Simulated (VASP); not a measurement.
Here is a VASP 6.6.1 calculation.

File INCAR:

```
PREC = Accurate
ENCUT = 600
EDIFF = 1E-6
ISMEAR = -1
SIGMA = 0.02
LREAL = F
LASPH = T
NELM = 100
ALGO = Normal
ISIF = 3
LWAVE = F
LCHARG = F
GGA = PE
IBRION = 2
NSW = 80
EDIFFG = -0.005
```

KPOINTS

```
regular mesh
0
Gamma
  6 6 4
```

Contents of POSCAR:

```
TePb
1.0
    4.6038976212      0.0000000000      0.0000000000
   -2.3019488106      3.9870922964      0.0000000000
    0.0000000000      0.0000000000      7.5181648155
Pb Te
2 2
Direct
    0.3333333333      0.6666666667      0.0000000000
    0.6666666667      0.3333333333      0.5000000000
    0.3333333333      0.6666666667      0.3750000000
    0.6666666667      0.3333333333      0.8750000000
```

Potentials or basis: VASP PAW PBE potentials, release 64 (Pb_d, Te).

The run is started by

```bash
$ cat potpaw_PBE.64/Pb_d/POTCAR potpaw_PBE.64/Te/POTCAR > POTCAR
$ mpirun -np 1 vasp_std > vasp.out
```

Question: Estimate the space group after relaxing (to 0.1 Å).

Answer: P6_3/mmc (No. 194).

Question: Predict the relaxed cell.

Answer: a = 5.529 Å, b = 5.529 Å, c = 6.621 Å, α = 90.00°, β = 90.00°, γ = 120.00°.

Question: Predict the relaxed volume.

Answer: 43.82 Å³/atom.

Forces in eV/Å, atoms in the order of the input:
```
Pb   0.000  0.000 -0.003
Pb   0.000  0.000 -0.003
Te   0.000  0.000  0.003
Te   0.000  0.000  0.003
```

Caveat: the volume moved by over 15 % at a fixed basis, so the end points are rough.
